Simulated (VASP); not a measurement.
Ta, 4 atoms in the cell. The structure is hexagonal, space group P6_3/mmc (No. 194). Conventional cell: a = 3.015 Å, b = 3.015 Å, c = 10.318 Å, α = 90.00°, β = 90.00°, γ = 120.00°. Ta (site symmetry -3m) has 12 Ta at 3.01 to 3.11 Å within 4.0 Å. Ta (site symmetry -6m2) has 12 Ta at 3.01 to 3.11 Å within 4.0 Å. This isn't the form of Ta at room conditions, which is bcc.

| Item | Value |
| --- | --- |
| Program | VASP 6.6.1 |
| Task | single point |
| Functional | PBE |
| Potentials or basis | VASP PAW PBE potentials, release 64 (Ta_pv) |
| Cutoff | 520 eV |
| k mesh | 14 × 14 × 4 |
| Occupations | fermi-dirac, width 0.1 eV |
| Spin | no spin polarisation |
| Dipole correction | no |
| Further INCAR settings | ALGO = Normal; EDIFF = 1e-06; NBANDS = 30 |

Potentials or basis: VASP PAW PBE potentials, release 64 (Ta_pv).

Command:

```bash
$ cat potpaw_PBE.64/Ta_pv/POTCAR > POTCAR
$ mpirun -np 1 vasp_std > vasp.out
```

Hardware: 1 thread of Intel(R) Xeon(R) 6975P-C (Granite Rapids), with other jobs on the host.

How long does it take, and how much memory?

Run time: 54 s on 1 thread of Intel(R) Xeon(R) 6975P-C (Granite Rapids), with other jobs on the host, peak memory 0.28 GiB. Counts: scf iterations 13, k points 72.
